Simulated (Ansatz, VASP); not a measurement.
**Two plane-wave programs on TaN**

```
Ta N
1.0
     0.00000    2.21132    2.21132
     2.21132    0.00000    2.21132
     2.21132    2.21132    0.00000
Ta N
1 1
Direct
  0.50000 0.50000 0.50000
  0.00000 0.00000 0.00000
```

Alike in both runs: functional r2SCAN; k mesh 10 × 10 × 10; occupations fermi-dirac, width 0.05 eV; no spin polarisation; Hubbard terms Ta d U = 5.0 eV.

|  | VASP | Ansatz |
| --- | --- | --- |
| version | VASP 6.6.1 | Ansatz 0.2.0 |
| potentials or method | VASP PAW PBE potentials, release 64 (Ta_sv_GW, N) | Ansatz PAW |
| plane-wave cutoff (eV) | 660 | 500 |
| valence electrons in the cell | 18 | 18 |
| task | single point | projected density of states |

|  | VASP | Ansatz | Ansatz less VASP |
| --- | --- | --- | --- |
| gap on the k mesh at the Fermi level (eV) | none | none | - |
| pressure (GPa) | 8.9 | -1.3 | -10.12 |

VASP's potentials were made for PBE, not for r2SCAN. The programs project onto different local orbitals, so the same U acts differently, and such runs can settle in different states. A gap of «none» marks a metal or a gap that the smearing closes.

Spin-orbit coupling is off throughout.
